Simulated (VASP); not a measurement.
Write the native input for VASP 6.6.1 that does the following.

```yaml
Task: single point
Functional: PBE
Potentials_or_basis: VASP PAW PBE potentials, release 64 (Ag)
Cutoff: 520 eV
k_mesh: 9 × 9 × 13
Occupations: fermi-dirac, width 0.1 eV
Spin: no spin polarisation
Dipole_correction: no
Further_INCAR_settings: ALGO = Normal; EDIFF = 1e-06; NBANDS = 24
```

The structure of Ag lies in POSCAR:

```
Ag
1.0
    4.5288592326      0.0000000000      0.0000000000
   -2.2644296163      3.9221071456      0.0000000000
    0.0000000000      0.0000000000      2.7127337626
Ag
3
Direct
    0.0000000000      1.0000000000      0.0000000000
    0.3333333333      0.6666666667      0.5000000000
    0.6666666667      0.3333333333      0.5000000000
```

This cell differs from its parent crystal: volume scaled by 0.88.

One way to write it, as run:

INCAR

```
PREC = Accurate
ENCUT = 520
EDIFF = 1E-6
ISMEAR = -1
SIGMA = 0.1
LREAL = F
LASPH = T
NELM = 80
ALGO = Normal
ISIF = 2
LWAVE = F
LCHARG = T
GGA = PE
LELF = T
LVHAR = T
NBANDS = 24
```

KPOINTS

```
Automatic mesh
0
Gamma
  9 9 13
```

Potentials or basis: VASP PAW PBE potentials, release 64 (Ag).

Command:

```console
$ cat potpaw_PBE.64/Ag/POTCAR > POTCAR
$ mpirun -np 1 vasp_std > vasp.out
```

It gave:

* Pressure: 15.6 GPa

It took 45 s on 1 thread of Intel(R) Xeon(R) Platinum 8488C (Sapphire Rapids), on a shared host, peak memory 0.21 GiB.
